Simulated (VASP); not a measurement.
A run of VASP 6.6.1 is set up as follows.

Contents of INCAR:

```
ALGO = Normal
EDIFF = 1E-7
EDIFFG = -0.005
ENCUT = 600
GGA = PE
GGA_COMPAT = False
IBRION = 2
ISIF = 3
ISMEAR = -1
LASPH = True
LCHARG = False
LREAL = False
LWAVE = False
NELM = 120
NELMIN = 4
NSW = 80
PREC = Accurate
SIGMA = 0.02
```

Contents of KPOINTS:

```
k-points
0
Gamma
  8 8 8
```

Contents of POSCAR:

```
BeSe
1.0
    0.0000000000      2.5839687382      2.5839687382
    2.5839687382      0.0000000000      2.5839687382
    2.5839687382      2.5839687382      0.0000000000
Be Se
1 1
Direct
    0.0000000000      0.0000000000      0.0000000000
    0.2500000000      0.2500000000      0.2500000000
```

Potentials or basis: VASP PAW PBE potentials, release 64 (Be, Se).

The run is started by

```sh
$ cat potpaw_PBE.64/Be/POTCAR potpaw_PBE.64/Se/POTCAR > POTCAR
$ mpirun -np 1 vasp_std > vasp.out
```

(1) What does it give for the relaxed volume?

(2) Estimate the space group after relaxing (to 0.05 Å).

Results:

(1) 17.39 Å³/atom.

(2) F-43m (No. 216).
